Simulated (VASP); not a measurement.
NiO: relaxation of shape and atoms at fixed volume with PBE

The system is NiO.

```
Ni O
1.0
     1.48987    0.86018    2.43293
    -1.48987    0.86018    2.43293
     0.00000   -1.72035    2.43293
Ni O
1 1
Direct
  0.00000 0.00000 0.00000
  0.50000 0.50000 0.50000
```

```yaml
Program: VASP 6.6.1
Task: relaxation of shape and atoms at fixed volume
Functional: PBE
Potentials_or_basis: VASP PAW PBE potentials, release 64 (Ni, O)
Cutoff: 600 eV
k_mesh: 14 × 14 × 14
Occupations: gaussian, width 0.05 eV
Spin: no spin polarisation
Dipole_correction: no
Further_INCAR_settings: ALGO = Normal; EDIFF = 1e-06; IBRION = 2; EDIFFG = -0.01; NSW = 60; ISIF = 4
```

```
Pressure after relaxing : -7.3 GPa
Band gap on the k mesh  : zero (bands 8 and 9 overlap by 2.71 eV)
```

Final structure:
```cif
data_structure
_symmetry_space_group_name_H-M 'P 1'
_symmetry_Int_Tables_number 1
_cell_length_a 2.9797
_cell_length_b 2.9797
_cell_length_c 2.9797
_cell_angle_alpha 60.000
_cell_angle_beta 60.000
_cell_angle_gamma 60.000
_cell_volume 18.71
loop_
_atom_site_label
_atom_site_type_symbol
_atom_site_fract_x
_atom_site_fract_y
_atom_site_fract_z
_atom_site_occupancy
Ni1 Ni 0.00000 0.00000 0.00000 1
O1 O 0.50000 0.50000 0.50000 1
```

Levels at points of the mesh, in eV from the Fermi level:
```tsv
k point	band 6	band 7	band 8	band 9	band 10	band 11
(0.00, 0.00, 0.00)	-1.73	-1.73	-1.43	-1.43	1.56	17.82
(0.50, 0.00, 0.00)	-0.95	-0.60	1.28	1.28	5.67	9.87
(0.50, 0.50, 0.00)	-1.06	-0.70	-0.70	-0.59	6.33	10.44
```

Run time: 8.7 s on 1 thread of Intel(R) Xeon(R) 6975P-C (Granite Rapids) (shared host), peak memory 0.16 GiB.

Caveat: the relaxation stopped at its first step, so nothing moved; the run has no spin polarisation, though such a crystal can be magnetic; semilocal functionals often make such compounds metallic where correlation or magnetic order opens a gap, which also shifts bond lengths. Spin polarisation is off, so any magnetic state and its effect on volume and gap are missing.
